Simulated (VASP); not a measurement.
# H10CO6 in VASP: notebook

The runs below take H10CO6 through single point, with PBE+D3(BJ).

Everything below comes from runs of VASP 6.6.1. Logs are shortened: lines on timing, memory, paths and dates and some standing lists are left out, and cuts for length are marked.

### 1 The cell of the first run

The cell holds an amorphous packing of atoms, 17 atoms: a = 6.196 Å, b = 6.196 Å, c = 6.196 Å, α = 90.00°, β = 90.00°, γ = 90.00°.

### 2 Single point, PBE+D3(BJ)

File INCAR:

```
SYSTEM = H10CO6
ALGO = Normal
EDIFF = 1E-6
ENCUT = 520
GGA = PE
ISIF = 2
ISMEAR = -1
IVDW = 12
LASPH = .TRUE.
LCHARG = .TRUE.
LELF = .TRUE.
LREAL = Auto
LVHAR = .TRUE.
LWAVE = .FALSE.
NBANDS = 39
NELM = 80
PREC = Accurate
SIGMA = 0.02
```

File KPOINTS:

```
k-points
0
G
  1 1 1
  0 0 0
```

File POSCAR:

```
H10CO6
1.0
    6.1962860000      0.0000000000      0.0000000000
    0.0000000000      6.1962860000      0.0000000000
    0.0000000000      0.0000000000      6.1962860000
O H C
6 10 1
Direct
    0.3646980009      0.2621519614      0.1882556499
    0.3722718526      1.0057712092      0.5496176575
    1.1040162666      0.2250194850      0.8422018678
    0.7492062686      0.9372554993      0.8279166716
    0.7986012556      0.4904309934      0.3259399257
    1.0079065887      0.7331763122      0.4985884058
    0.2641970496      0.2371167169      0.0632507521
    0.5056784987      0.2823577626      0.1219875014
    0.3763752683      1.0882877817      0.4116524456
    0.2617804880      0.8947846996      0.5229766514
    1.1968545846      0.1533244839      0.7336452534
    0.9723943265      0.1336665459      0.8478539181
    0.8302838673      0.8452966178      0.7274697523
    0.6183400651      0.9727154455      0.7445585653
    0.6818933858      0.5725836902      0.3962198727
    1.1246878513      0.4944907741      0.2993716703
    0.9884111816      0.5779346211      0.3796080389
```

Potentials or basis: VASP PAW PBE potentials, release 64 (O, H, C).

Launch:

```console
cat potpaw_PBE.64/O/POTCAR potpaw_PBE.64/H/POTCAR potpaw_PBE.64/C/POTCAR > POTCAR
mpirun -np 1 vasp_gam > vasp.out
```

OUTCAR:

```text
SYSTEM = H10CO6
   EDIFF = 1E-6
   ENCUT = 520
   GGA = PE
   ISIF = 2
   ISMEAR = -1
   IVDW = 12
   LASPH = .TRUE.
   LREAL = Auto
   NELM = 80
   PREC = Accurate
 IVDW          = 12

 ion  position               nearest neighbor table
   1  0.365  0.262  0.188-   8 0.97   7 1.01
   2  0.372  0.006  0.550-  10 0.98   9 1.00
   3  0.104  0.225  0.842-  11 0.99  12 0.99
   4  0.749  0.937  0.828-  13 0.98  14 0.99
   5  0.799  0.490  0.326-  15 0.99  17 1.34
   6  0.008  0.733  0.499-  17 1.22
   7  0.264  0.237  0.063-   1 1.01
   8  0.506  0.282  0.122-   1 0.97
   9  0.376  0.088  0.412-   2 1.00
  10  0.262  0.895  0.523-   2 0.98
  11  0.197  0.153  0.734-   3 0.99
  12  0.972  0.134  0.848-   3 0.99
  13  0.830  0.845  0.727-   4 0.98
  14  0.618  0.973  0.745-   4 0.99
  15  0.682  0.573  0.396-   5 0.99
  16  0.125  0.494  0.299-  17 1.11
  17  0.988  0.578  0.380-  16 1.11   6 1.22   5 1.34

  LATTYP: Found a simple cubic cell.
 ALAT       =     6.1962860000

  Lattice vectors:

 A1 = (   6.1962860000,   0.0000000000,   0.0000000000)
 A2 = (   0.0000000000,   6.1962860000,   0.0000000000)
 A3 = (   0.0000000000,   0.0000000000,   6.1962860000)

Analysis of symmetry for initial positions (statically):
=====================================================================
 Subroutine PRICEL returns:
 Original cell was already a primitive cell.

 Routine SETGRP: Setting up the symmetry group for a
 simple cubic supercell.

 Subroutine GETGRP returns: Found  1 space group operations
 (whereof  1 operations were pure point group operations)
 out of a pool of 48 trial point group operations.

The static configuration has the point symmetry C_1 .

Analysis of symmetry for dynamics (positions and initial velocities):
=====================================================================
 Subroutine PRICEL returns:
 Original cell was already a primitive cell.

 Routine SETGRP: Setting up the symmetry group for a
 simple cubic supercell.

 Subroutine GETGRP returns: Found  1 space group operations
 (whereof  1 operations were pure point group operations)
 out of a pool of 48 trial point group operations.

The dynamic configuration has the point symmetry C_1 .

 Subroutine INISYM returns: Found  1 space group operations
 (whereof  1 operations are pure point group operations),
 and found     1 'primitive' translations

----------------------------------------------------------------------------------------

                                     Primitive cell

  volume of cell :     237.9000

  direct lattice vectors                    reciprocal lattice vectors
     6.196286000  0.000000000  0.000000000     0.161386999  0.000000000  0.000000000
     0.000000000  6.196286000  0.000000000     0.000000000  0.161386999  0.000000000
     0.000000000  0.000000000  6.196286000     0.000000000  0.000000000  0.161386999

  length of vectors
     6.196286000  6.196286000  6.196286000     0.161386999  0.161386999  0.161386999

  position of ions in fractional coordinates (direct lattice)
     0.364698001  0.262151961  0.188255650
     0.372271853  0.005771209  0.549617658
     0.104016267  0.225019485  0.842201868
     0.749206269  0.937255499  0.827916672
     0.798601256  0.490430993  0.325939926
     0.007906589  0.733176312  0.498588406
[... 9 lines left out ...]
     0.124687851  0.494490774  0.299371670
     0.988411182  0.577934621  0.379608039

  ion indices of the primitive-cell ions
   primitive index   ion index
                 1           1
                 2           2
                 3           3
                 4           4
                 5           5
                 6           6
[... 9 lines left out ...]
                16          16
                17          17

----------------------------------------------------------------------------------------

 KPOINTS: k-points

Automatic generation of k-mesh.
 Grid dimensions read from file:
 generate k-points for:    1    1    1

 Generating k-lattice:

  Cartesian coordinates                     Fractional coordinates (reciprocal lattice)
     0.161386999  0.000000000  0.000000000     1.000000000  0.000000000  0.000000000
     0.000000000  0.161386999  0.000000000     0.000000000  1.000000000  0.000000000
     0.000000000  0.000000000  0.161386999     0.000000000  0.000000000  1.000000000

  Length of vectors
     0.161386999  0.161386999  0.161386999

  Shift w.r.t. Gamma in fractional coordinates (k-lattice)
     0.000000000  0.000000000  0.000000000

 Subroutine IBZKPT returns following result:
 ===========================================

 Found      1 irreducible k-points:

 Following reciprocal coordinates:
            Coordinates               Weight
  0.000000  0.000000  0.000000      1.000000
   k-points           NKPTS =      1   k-points in BZ     NKDIM =      1   number of bands    NBANDS=     39
   number of dos      NEDOS =    301   number of ions     NIONS =     17
   total plane-waves  NPLWV = 110592
   dimension x,y,z NGX =    48 NGY =   48 NGZ =   48
   dimension x,y,z NGXF=    96 NGYF=   96 NGZF=   96
   ions per type =               6  10   1
   NGX,Y,Z   is equivalent  to a cutoff of  12.88, 12.88, 12.88 a.u.
   NGXF,Y,Z  is equivalent  to a cutoff of  25.76, 25.76, 25.76 a.u.
 SYSTEM =  H10CO6
   PREC   = accura    normal or accurate (medium, high low for compatibility)
   ISTART =      0    job   : 0-new  1-cont  2-samecut
   ICHARG =      2    charge: 1-file 2-atom 10-const
   ISPIN  =      1    spin polarized calculation?
   LNONCOLLINEAR =      F non collinear calculations
   LSORBIT =      F    spin-orbit coupling
   LASPH  =      T    aspherical Exc in radial PAW
   ENCUT  =  520.0 eV  38.22 Ry    6.18 a.u.  11.52 11.52 11.52*2*pi/ulx,y,z
   NELM   =     80;   NELMIN=  2; NELMDL= -5     # of ELM steps
   EDIFF  = 0.1E-05   stopping-criterion for ELM
   LREAL  =      T    real-space projection
   EDIFFG = 0.1E-04   stopping-criterion for IOM
   NSW    =      0    number of steps for IOM
   IBRION =     -1    ionic relax: 0-MD 1-quasi-New 2-CG
   NFREE  =      0    steps in history (QN), initial steepest desc. (CG)
   ISIF   =      2    stress and relaxation
   ISYM   =      2    0-nonsym 1-usesym 2-fastsym
   POTIM  = 0.5000    time-step for ionic-motion
   TEBEG  =    0.0;   TEEND  =   0.0 temperature during run
   PSTRESS=    0.0 pullay stress
   NELECT =      50.0000    total number of electrons
   NUPDOWN=      -1.0000    fix difference up-down
   EMIN   =  10.00;   EMAX   =-10.00  energy-range for DOS
   EFERMI =   0.00;   METHOD = LEGACY
   ISMEAR =    -1;   SIGMA  =   0.02  broadening in eV -4-tet -1-fermi 0-gaus
   EFERMI_NEDOS =   21; number of points for ismear=-14 and -15
   IALGO  =     38    algorithm
   IMIX   =      4    mixing-type and parameters
     AMIX     =   0.40;   BMIX     =  1.00
     AMIX_MAG =   1.60;   BMIX_MAG =  1.00
  volume/ion in A,a.u.               =      13.99        94.44
  Fermi-wavevector in a.u.,A,eV,Ry     =   0.973345  1.839355 12.890161  0.947400
  Thomas-Fermi vector in A             =   2.103717
   LORBIT       =      0    0 simple, 1 ext, 2 COOP (PROOUT), +10 PAW based schemes
   GGA     = PE    functional components
   LHFCALC =     F    Hartree Fock is set to
   AEXX    =    0.0000 exact exchange contribution
   IVDW    =    12    specifies the selected vdW correction
   LEPSILON=     F    determine dielectric tensor
   LRPA    =     F    only Hartree local field effects (RPA)
 non-spin polarized calculation
  energy-cutoff  :      520.00
  volume of cell :      237.90
 maximum number of plane-waves:      3202
 NGX is ok and might be reduce to    48
   NGX = 23   NGY = 23   NGZ = 23

 number of electron      50.0000009 magnetization

 Free energy of the ion-electron system (eV)
  ---------------------------------------------------
  ext. energy  EPLUGINS =         0.00000000
  ---------------------------------------------------
  free energy    TOTEN  =       -88.89461366 eV

  energy without entropy =      -88.89461366  energy(sigma->0) =      -88.89461366

 E-fermi :  -3.8067     XC(G=0):  -5.8388

 val. band max:       -4.2816335362   @ k =   0.0000   0.0000   0.0000
 cond. band min:       0.5563271043   @ k =   0.0000   0.0000   0.0000
 fundamental gap:      4.8379606406
 Fermi energy:        -3.8067266799

 k-point     1 :       0.0000    0.0000    0.0000
  band No.  band energies     occupation
      1     -26.0305      2.00000
      2     -23.8159      2.00000
      3     -22.7776      2.00000
      4     -22.3583      2.00000
      5     -22.2150      2.00000
      6     -21.8561      2.00000
[... 29 lines left out ...]
     36       6.9357      0.00000
     37       7.0153      0.00000
 [bands above 37 left out]

------------------------ aborting loop because EDIFF is reached ----------------------------------------

 Edisp (eV)   -0.47089

 E8    (eV) :    -0.0994

  FORCE on cell =-STRESS in cart. coord.  units (eV):
  Direction    XX          YY          ZZ          XY          YZ          ZX
  --------------------------------------------------------------------------------------
  -------------------------------------------------------------------------------------
  Total      -1.49346     0.21594    -0.78857     0.22928     0.71014    -0.37077
  in kB     -10.05794     1.45430    -5.31074     1.54415     4.78256    -2.49701
  external pressure =       -4.64 kB  Pullay stress =        0.00 kB

 VOLUME and BASIS-vectors are now :
 -----------------------------------------------------------------------------
  energy-cutoff  :      520.00
  volume of cell :      237.90
      direct lattice vectors                 reciprocal lattice vectors
     6.196286000  0.000000000  0.000000000     0.161386999  0.000000000  0.000000000
     0.000000000  6.196286000  0.000000000     0.000000000  0.161386999  0.000000000
     0.000000000  0.000000000  6.196286000     0.000000000  0.000000000  0.161386999

 POSITION                                       TOTAL-FORCE (eV/Angst)
 -----------------------------------------------------------------------------------
      2.25977      1.62437      1.16649         0.097642      0.005520      0.018847
      2.30670      0.03576      3.40559        -0.075675     -0.079114     -0.102984
      0.64451      1.39429      5.21852        -0.052525     -0.092875      0.078792
      4.64230      5.80750      5.13001        -0.032175      0.027100     -0.115653
      4.94836      3.03885      2.01962        -0.123722     -0.110966     -0.034287
      0.04899      4.54297      3.08940         0.182869      0.497624      0.479177
[... 9 lines left out ...]
      0.77260      3.06401      1.85499        -0.051264     -0.056312      0.059829
      6.12448      3.58105      2.35216        -0.051623     -0.358673     -0.460858
 -----------------------------------------------------------------------------------
    total drift:                                0.002430     -0.001256      0.009682

  FREE ENERGIE OF THE ION-ELECTRON SYSTEM (eV)
  ---------------------------------------------------
  free  energy   TOTEN  =       -89.3655004118 eV

  energy  without entropy=      -89.3655004118  energy(sigma->0) =      -89.36550041
```

Wall time 27 s (1 thread of AMD EPYC 7R13 (Zen 3), shared host); peak memory 0.28 GiB.

What came out:

| Property | Result |
| --- | --- |
| Free energy | -89.3655 eV |
| Pressure | -0.5 GPa |
| Largest force | 0.715 eV/Å |
| Band gap on the k mesh | 4.84 eV |
| Dispersion energy per atom | -0.028 eV |

Forces on the atoms (eV/Å):
```
O    0.098  0.006  0.019
O   -0.076 -0.079 -0.103
O   -0.053 -0.093  0.079
O   -0.032  0.027 -0.116
O   -0.124 -0.111 -0.034
O    0.183  0.498  0.479
H   -0.151 -0.033 -0.118
H    0.068 -0.025  0.073
H    0.074  0.155 -0.023
H   -0.004 -0.084  0.133
H    0.070  0.041 -0.039
H   -0.011  0.091  0.037
H   -0.010  0.040  0.034
H    0.012 -0.006  0.005
H    0.059 -0.011 -0.025
H   -0.051 -0.056  0.060
C   -0.052 -0.359 -0.461
```

Caveat: the k points lie up to 1.01 Å⁻¹ apart.

### 3 Single point, PBE+D3(BJ)

File INCAR:

```
SYSTEM = H10CO6
PREC     = Accurate       ! precision mode
ENCUT    = 520            ! plane-wave cutoff, eV
EDIFF    = 1E-6           ! SCF threshold, eV
ISMEAR   = -1             ! smearing method
SIGMA    = 0.02           ! smearing width, eV
LREAL    = Auto         
LASPH    = .TRUE.         ! aspherical terms in the spheres
NELM     = 60             ! most SCF steps
ALGO     = Normal         ! electronic algorithm
ISIF     = 2              ! what is computed and relaxed
LWAVE    = .FALSE.        ! write WAVECAR
LCHARG   = .FALSE.        ! write CHGCAR
GGA      = PE             ! functional
IVDW     = 12             ! dispersion correction
NBANDS   = 39             ! bands
```

File KPOINTS:

```
regular mesh
0
G
  1 1 1
  0 0 0
```

File POSCAR:

```
H10CO6
1.0
    6.1962860000      0.0000000000      0.0000000000
    0.0000000000      6.1962860000      0.0000000000
    0.0000000000      0.0000000000      6.1962860000
O H C
6 10 1
Direct
    0.3749504138      0.2265227912      0.1750887548
    0.3786784535      1.0571655343      0.5625789384
    1.0572300891      0.2534744200      0.8678263076
    0.7160095580      0.9787637304      0.8067090512
    0.8355489078      0.4539170723      0.3518882117
    0.9820237478      0.7309217167      0.5148406642
    0.2483584521      0.2354959084      0.0751256478
    0.4927952002      0.1774772824      0.0926845533
    0.3898141564      1.1310162249      0.4216558112
    0.2793124785      0.9373841040      0.5254437900
    1.1524484183      0.1773804502      0.7736247165
    0.9374970749      0.1524461589      0.8683588847
    0.8058537001      0.8579817007      0.7652971474
    0.6120924696      1.0197721667      0.6807303601
    0.7173329314      0.5463272677      0.3020519066
    1.1181052650      0.4308548702      0.4940217414
    0.9910291423      0.5435675500      0.4620509770
```

Potentials or basis: VASP PAW PBE potentials, release 64 (O, H, C).

Launch:

```console
cat potpaw_PBE.64/O/POTCAR potpaw_PBE.64/H/POTCAR potpaw_PBE.64/C/POTCAR > POTCAR
mpirun -np 1 vasp_gam > vasp.out
```

Wall time 27 s (1 thread of AMD EPYC 7R13 (Zen 3), shared host); peak memory 0.28 GiB.

Results (log left out):

```yaml
Free_energy: -88.8610 eV
Pressure: 1.5 GPa
Largest_force: 2.609 eV/Å
Band_gap_on_the_k_mesh: 4.97 eV
Dispersion_energy_per_atom: -0.028 eV
```

Forces on the atoms (eV/Å):
```
O   -1.235  0.858  0.853
O   -0.712 -0.641  0.056
O    0.296  0.816  0.828
O   -0.808  0.897 -0.274
O   -0.928 -2.114 -1.214
O    0.895  1.767  0.865
H   -0.012  0.005  0.054
H    1.376 -0.667 -1.082
H   -0.049  0.347 -0.556
H    0.336  0.196  0.430
H    1.240 -0.339 -1.079
H   -1.356 -0.391  0.138
H   -0.074 -0.188 -0.525
H    0.847 -0.865  1.240
H    0.232  0.400  0.362
H    0.823 -0.620  0.259
C   -0.873  0.538 -0.354
```

Stress tensor (GPa, compression positive):
```
 0.74  0.21 -1.11
 0.21  2.70  1.21
-1.11  1.21  1.00
```

Levels at points of the mesh, in eV from the valence-band top:
```
           k point  band 23  band 24  band 25  band 26  band 27  band 28
(0.00, 0.00, 0.00)    -0.46    -0.35     0.00     4.97     5.16     7.59
```

Caveat: the k points lie up to 1.01 Å⁻¹ apart.
